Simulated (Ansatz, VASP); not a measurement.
**N: VASP beside Ansatz**

```xyz
2
Lattice="12.0000 0.0000 0.0000 0.0000 12.3000 0.0000 0.0000 0.0000 12.6000" Properties=species:S:1:pos:R:3 pbc="T T T"
N     6.0000    6.1500    5.7500
N     6.0000    6.1500    6.8500
```

Alike in both runs: functional PBEsol; k mesh 1 × 1 × 1; occupations fermi-dirac, width 0.01 eV; no spin polarisation.

Ansatz relaxed the structure, and its values are those at the end. VASP's run is a single point on that final structure, the one shown.

|  | VASP | Ansatz |
| --- | --- | --- |
| version | VASP 6.6.1 | Ansatz 0.2.0 |
| potentials or method | VASP PAW PBE potentials, release 64 (N_h), cutoff 1000 eV | plane waves (420 eV) with PAW, scalar-relativistic |
| valence electrons in the cell | 10 | 10 |

VASP gave:

- rms of the force components (eV/Å): 0.115

**Question.** Estimate Ansatz's values.

**Answer.** rms of the force components (eV/Å): 0.004.

VASP's potentials were made for PBE, not for PBEsol, and Ansatz warns of the same on its side.
